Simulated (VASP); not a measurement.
# Mn (P6_3/mmc) in VASP: a series of runs

Runs on Mn. Level: PBE. Tasks: single point.

All numbers are computed with VASP 6.6.1; they aren't measurements. Logs are shortened: lines on timing, memory, paths and dates and some standing lists are left out, and cuts for length are marked.

**1. The cell of the first run**

It takes space group P6_3/mmc (No. 194, hexagonal). Conventional cell: a = 2.287 Å, b = 2.287 Å, c = 3.692 Å, α = 90.00°, β = 90.00°, γ = 120.00°. Mn (site symmetry -6m2) has 12 Mn at 2.27 to 2.29 Å within 3.0 Å.

**2. Single point, PBE, collinear spin, ferromagnetic start (volume scaled by 0.78)**

INCAR reads:

```
SYSTEM = Mn
  PREC = Accurate
  ENCUT = 520
  EDIFF = 1E-6
  ISMEAR = -1
  SIGMA = 0.1
  LREAL = .False.
  LASPH = .True.
  NELM = 150
  ALGO = Normal
  ISIF = 2
  LWAVE = .False.
  LCHARG = .True.
  ISPIN = 2
  MAGMOM = 3 3
  LORBIT = 11
  LMAXMIX = 4
  GGA = PE
  LELF = .True.
  LVHAR = .True.
  NBANDS = 24
```

KPOINTS reads:

```
regular mesh
0
Gamma
  17 17 9
  0 0 0
```

POSCAR reads:

```
Mn
1.0
    2.2868463892      0.0000000000      0.0000000000
   -1.1434231946      1.9804670676      0.0000000000
    0.0000000000      0.0000000000      3.6923622505
Mn
2
Direct
    0.3333333333      0.6666666667      0.2500000000
    0.6666666667      0.3333333333      0.7500000000
```

Potentials or basis: VASP PAW PBE potentials, release 64 (Mn_pv).

On the command line:

```sh
cat potpaw_PBE.64/Mn_pv/POTCAR > POTCAR
mpirun -np 1 vasp_std > vasp.out
```

OUTCAR:

```text
SYSTEM = Mn
   PREC = Accurate
   ENCUT = 520
   EDIFF = 1E-6
   ISMEAR = -1
   LREAL = .False.
   LASPH = .True.
   NELM = 150
   ISIF = 2
   ISPIN = 2
   LORBIT = 11
   GGA = PE

 ion  position               nearest neighbor table
   1  0.333  0.667  0.250-   2 2.27   2 2.27   2 2.27   2 2.27   2 2.27   2 2.27
   2  0.667  0.333  0.750-   1 2.27   1 2.27   1 2.27   1 2.27   1 2.27   1 2.27

  LATTYP: Found a hexagonal cell.
 ALAT       =     2.2868463892
 C/A-ratio  =     1.6146087765

  Lattice vectors:

 A1 = (   2.2868463892,   0.0000000000,   0.0000000000)
 A2 = (  -1.1434231946,   1.9804670676,   0.0000000000)
 A3 = (   0.0000000000,   0.0000000000,   3.6923622505)

Analysis of symmetry for initial positions (statically):
=====================================================================
 Subroutine PRICEL returns:
 Original cell was already a primitive cell.

 Routine SETGRP: Setting up the symmetry group for a
 hexagonal supercell.

 Subroutine GETGRP returns: Found 24 space group operations
 (whereof 12 operations were pure point group operations)
 out of a pool of 24 trial point group operations.

The static configuration has the point symmetry D_3d.
 The point group associated with its full space group is D_6h.

Analysis of symmetry for dynamics (positions and initial velocities):
=====================================================================
 Subroutine PRICEL returns:
 Original cell was already a primitive cell.

 Routine SETGRP: Setting up the symmetry group for a
 hexagonal supercell.

 Subroutine GETGRP returns: Found 24 space group operations
 (whereof 12 operations were pure point group operations)
 out of a pool of 24 trial point group operations.

The dynamic configuration has the point symmetry D_3d.
 The point group associated with its full space group is D_6h.

Analysis of structural, dynamic, and magnetic symmetry:
=====================================================================
 Subroutine PRICEL returns:
 Original cell was already a primitive cell.

 Routine SETGRP: Setting up the symmetry group for a
 hexagonal supercell.

 Subroutine GETGRP returns: Found 24 space group operations
 (whereof 12 operations were pure point group operations)
 out of a pool of 24 trial point group operations.

The overall configuration has the point symmetry D_3d.
 The point group associated with its full space group is D_6h.

 Subroutine INISYM returns: Found 24 space group operations
 (whereof 12 operations are pure point group operations),
 and found     1 'primitive' translations

[... 111 lines left out ...]
   IALGO  =     38    algorithm
   IMIX   =      4    mixing-type and parameters
     AMIX     =   0.40;   BMIX     =  1.00
     AMIX_MAG =   1.60;   BMIX_MAG =  1.00
  volume/ion in A,a.u.               =       8.36        56.43
  Fermi-wavevector in a.u.,A,eV,Ry     =   1.896544  3.583949 48.938523  3.596880
  Thomas-Fermi vector in A             =   2.936536
   LORBIT       =     11    0 simple, 1 ext, 2 COOP (PROOUT), +10 PAW based schemes
   GGA     = PE    functional components
   LHFCALC =     F    Hartree Fock is set to
   AEXX    =    0.0000 exact exchange contribution
   IVDW    =     0    specifies the selected vdW correction
   LEPSILON=     F    determine dielectric tensor
   LRPA    =     F    only Hartree local field effects (RPA)
 spin polarized calculation
  energy-cutoff  :      520.00
  volume of cell :       16.72
 maximum number of plane-waves:       472
 NGX is ok and might be reduce to    18
   NGX =  9   NGY =  9   NGZ = 13

 number of electron      25.9999999 magnetization      -0.0003322

 number of electron      25.9999999 magnetization       0.0000076

 Free energy of the ion-electron system (eV)
  ---------------------------------------------------
  ext. energy  EPLUGINS =         0.00000000
  ---------------------------------------------------
  free energy    TOTEN  =       -16.52295196 eV

  energy without entropy =      -16.45624884  energy(sigma->0) =      -16.48960040

 E-fermi :  14.3599     XC(G=0): -15.6029

 val. band max:       14.3591427659   @ k =   0.0000   0.0000   0.0000
 cond. band min:      14.3640992869   @ k =   0.1176   0.0588   0.0000
 fundamental gap:      0.0049565210
 Fermi energy:        14.3598821239

 spin component 1

 k-point     1 :       0.0000    0.0000    0.0000
  band No.  band energies     occupation
      1     -34.5501      1.00000
      2     -33.0823      1.00000
      3     -33.0823      1.00000
      4     -32.8622      1.00000
      5     -32.8622      1.00000
      6     -32.8339      1.00000
[... 637 lines left out ...]
     23      39.9127      0.00000
     24      41.9240      0.00000

 [... further k-points ...]

 spin component 2

 k-point     1 :       0.0000    0.0000    0.0000
  band No.  band energies     occupation
      1     -34.5501      1.00000
      2     -33.0823      1.00000
      3     -33.0822      1.00000
      4     -32.8622      1.00000
      5     -32.8622      1.00000
      6     -32.8339      1.00000
[... 637 lines left out ...]
     23      39.9127      0.00000
     24      41.9240      0.00000

 [... further k-points ...]
[... 5 lines left out ...]
  --------------------------------------------------------------------------------------
  -------------------------------------------------------------------------------------
  Total       12.5082036     12.5082036     12.5144953      0.0000000      0.0000000      0.0000000
  in kB     1198.3856572   1198.3856572   1198.9884585      0.0000000      0.0000000      0.0000000
  external PRESSURE =    1198.5865909 kB  Pullay stress =       0.0000000 kB

 VOLUME and BASIS-vectors are now :
 -----------------------------------------------------------------------------
  energy-cutoff  :      520.00
  volume of cell :       16.72
      direct lattice vectors                 reciprocal lattice vectors
     2.286846389  0.000000000  0.000000000     0.437283416  0.252465698  0.000000000
    -1.143423195  1.980467068  0.000000000     0.000000000  0.504931395  0.000000000
     0.000000000  0.000000000  3.692362250     0.000000000  0.000000000  0.270829332

 POSITION                                       TOTAL-FORCE (eV/Angst)
 -----------------------------------------------------------------------------------
     -0.00000      1.32031      0.92309         0.000000     -0.000000      0.000000
      1.14342      0.66016      2.76927        -0.000000      0.000000      0.000000
 -----------------------------------------------------------------------------------
    total drift:                               -0.000000      0.000000     -0.000000

  FREE ENERGIE OF THE ION-ELECTRON SYSTEM (eV)
  ---------------------------------------------------
  free  energy   TOTEN  =       -16.5229519561 eV

  energy  without entropy=      -16.4562488424  energy(sigma->0) =      -16.48960040

 total charge

# of ion       s       p       d       tot
------------------------------------------
    1        0.544   6.591   5.491  12.627
    2        0.544   6.591   5.491  12.627
--------------------------------------------------
tot          1.088  13.183  10.982  25.253

 magnetization (x)

# of ion       s       p       d       tot
------------------------------------------
    1       -0.000   0.000   0.000   0.000
    2       -0.000   0.000   0.000   0.000
--------------------------------------------------
tot         -0.000   0.000   0.000   0.000
```

OSZICAR:

```text
N       E                     dE             d eps       ncg     rms          rms(c)
DAV:   1     0.232991786914E+03    0.23299E+03   -0.14267E+04 16776   0.162E+03
DAV:   2    -0.762226776751E+01   -0.24061E+03   -0.22860E+03 16184   0.400E+02
DAV:   3    -0.164234184975E+02   -0.88012E+01   -0.87654E+01 17496   0.862E+01
DAV:   4    -0.164786355300E+02   -0.55217E-01   -0.55213E-01 17768   0.674E+00
DAV:   5    -0.164792352403E+02   -0.59971E-03   -0.59971E-03 17744   0.721E-01    0.314E+01
DAV:   6    -0.163664155233E+02    0.11282E+00   -0.42902E+00 17424   0.308E+01    0.678E+00
DAV:   7    -0.165154465950E+02   -0.14903E+00   -0.16226E-01 18624   0.442E+00    0.497E+00
DAV:   8    -0.165324428794E+02   -0.16996E-01   -0.10660E-02 16632   0.120E+00    0.122E+00
DAV:   9    -0.165232176552E+02    0.92252E-02   -0.41102E-03 17792   0.671E-01    0.426E-01
DAV:  10    -0.165228076295E+02    0.41003E-03   -0.95993E-04 16600   0.289E-01    0.124E-01
DAV:  11    -0.165229592698E+02   -0.15164E-03   -0.13547E-04 17056   0.104E-01    0.387E-02
DAV:  12    -0.165229612657E+02   -0.19958E-05   -0.65817E-06 17696   0.264E-02    0.147E-02
DAV:  13    -0.165229557526E+02    0.55130E-05   -0.10442E-06 13752   0.859E-03    0.713E-03
DAV:  14    -0.165229517974E+02    0.39552E-05   -0.31463E-07  9000   0.537E-03    0.104E-03
DAV:  15    -0.165229519561E+02   -0.15864E-06   -0.35360E-08  8272   0.175E-03
   1 F= -.16522952E+02 E0= -.16489600E+02  d E =-.667031E-01  mag=     0.0000
```

Wall time 71 s (1 thread of Intel Xeon Platinum 8559C (Emerald Rapids), shared host); peak memory 0.2 GiB.

Results:

```
Free energy                                           : -16.5230 eV
Pressure                                              : 119.9 GPa
Band gap on the k mesh                                : zero (filled and empty bands overlap)
Net moment                                            : 0.00 μB per cell
Valence electrons inside the program's atomic spheres : Mn 12.63
```

Levels at points of the mesh, in eV from the Fermi level:
Spin up:
```tsv
k point	band 11	band 12	band 13	band 14	band 15	band 16
(0.00, 0.00, 0.00)	-1.41	-0.73	-0.73	0.00	0.00	1.40
```
Spin down:
| k point | band 10 | band 11 | band 12 | band 13 | band 14 | band 15 | band 16 | band 17 |
| --- | --- | --- | --- | --- | --- | --- | --- | --- |
| (0.00, 0.00, 0.00) | -1.43 | -1.41 | -0.73 | -0.73 | 0.00 | 0.00 | 1.40 | 2.24 |

Caveat: the starting moments collapsed, and a magnetic state may lie lower.

**3. Single point, PBE, collinear spin, ferromagnetic start (volume scaled by 0.88)**

INCAR reads:

```
SYSTEM = Mn
PREC = Accurate
ENCUT = 520
EDIFF = 1E-7
ISMEAR = -1
SIGMA = 0.1
LREAL = .False.
LASPH = .True.
NELM = 150
ALGO = Normal
ISIF = 2
LWAVE = .False.
LCHARG = .False.
ISPIN = 2
MAGMOM = 3 3
LORBIT = 11
LMAXMIX = 4
GGA = PE
NBANDS = 24
```

KPOINTS is that of step 2.

POSCAR reads:

```
Mn
1.0
    2.3800308907      0.0000000000      0.0000000000
   -1.1900154454      2.0611672131      0.0000000000
    0.0000000000      0.0000000000      3.8459281882
Mn
2
Direct
    0.3333333333      0.6666666667      0.2500000000
    0.6666666667      0.3333333333      0.7500000000
```

Potentials or basis: VASP PAW PBE potentials, release 64 (Mn_pv).

On the command line:

```sh
cat potpaw_PBE.64/Mn_pv/POTCAR > POTCAR
mpirun -np 1 vasp_std > vasp.out
```

Run time: 93 s. Hardware: 1 thread of Intel Xeon Platinum 8559C (Emerald Rapids), shared host; peak memory 0.21 GiB.

The run converged. Its results:

```
Free energy                                           : -17.5966 eV
Pressure                                              : 47.3 GPa
Band gap on the k mesh                                : zero (filled and empty bands overlap)
Net moment                                            : 0.00 μB per cell
Valence electrons inside the program's atomic spheres : Mn 12.28
```

Stress tensor (GPa, compression positive):
```
47.33  0.00  0.00
 0.00 47.33  0.00
 0.00  0.00 47.14
```

Levels at points of the mesh, in eV from the Fermi level:
Spin up:
```tsv
k point	band 11	band 12	band 13	band 14	band 15	band 16
(0.00, 0.00, 0.00)	-1.17	-0.59	-0.59	0.03	0.03	1.01
```
Spin down:
| k point | band 9 | band 10 | band 11 | band 12 | band 13 | band 14 | band 15 | band 16 | band 17 | band 18 |
| --- | --- | --- | --- | --- | --- | --- | --- | --- | --- | --- |
| (0.00, 0.00, 0.00) | -1.17 | -1.17 | -1.17 | -0.59 | -0.59 | 0.03 | 0.03 | 1.01 | 1.92 | 1.92 |

Caveat: the starting moments collapsed, and a magnetic state may lie lower.

**4. Single point, PBE, collinear spin, ferromagnetic start (volume scaled by 0.88)**

INCAR reads:

```
PREC     = Accurate       # precision mode
ENCUT    = 520            # plane-wave cutoff, eV
EDIFF    = 1E-6           # SCF threshold, eV
ISMEAR   = -1             # smearing method
SIGMA    = 0.1            # smearing width, eV
LREAL    = False          # projectors in reciprocal space
LASPH    = True           # aspherical terms in the spheres
NELM     = 150            # most SCF steps
ALGO     = Normal         # electronic algorithm
ISIF     = 2              # what is computed and relaxed
LWAVE    = False          # write WAVECAR
LCHARG   = False          # write CHGCAR
ISPIN    = 2              # spin polarisation
MAGMOM   = 3 3            # initial moments
LORBIT   = 11             # projections on sites
LMAXMIX  = 4              # l up to which the mixer works
GGA      = PE             # functional
NBANDS   = 24             # bands
```

KPOINTS reads:

```
regular mesh
0
Gamma
  17 17 9
```

POSCAR is that of step 3.

On the command line:

```sh
cat potpaw_PBE.64/Mn_pv/POTCAR > POTCAR
mpirun -np 1 vasp_std > vasp.out
```

Run time: 72 s. Hardware: 1 thread of Intel Xeon Platinum 8559C (Emerald Rapids), shared host; peak memory 0.21 GiB.

It converged, with:

| Item | Value |
| --- | --- |
| Free energy | -17.5966 eV |
| Pressure | 47.3 GPa |
| Band gap on the k mesh | zero (filled and empty bands overlap) |
| Net moment | 0.00 μB per cell |
| Valence electrons inside the program's atomic spheres | Mn 12.28 |

Stress tensor (GPa, compression positive):
```
47.35  0.00  0.00
 0.00 47.35  0.00
 0.00  0.00 47.15
```

Levels at points of the mesh, in eV from the Fermi level:
Spin up:
| k point | band 11 | band 12 | band 13 | band 14 | band 15 | band 16 |
| --- | --- | --- | --- | --- | --- | --- |
| (0.00, 0.00, 0.00) | -1.17 | -0.59 | -0.59 | 0.03 | 0.03 | 1.01 |
Spin down:
```
           k point  band 9  band 10  band 11  band 12  band 13  band 14  band 15  band 16  band 17  band 18
(0.00, 0.00, 0.00)   -1.17    -1.17    -1.17    -0.59    -0.59     0.03     0.03     1.01     1.92     1.92
```

Caveat: the starting moments collapsed, and a magnetic state may lie lower.
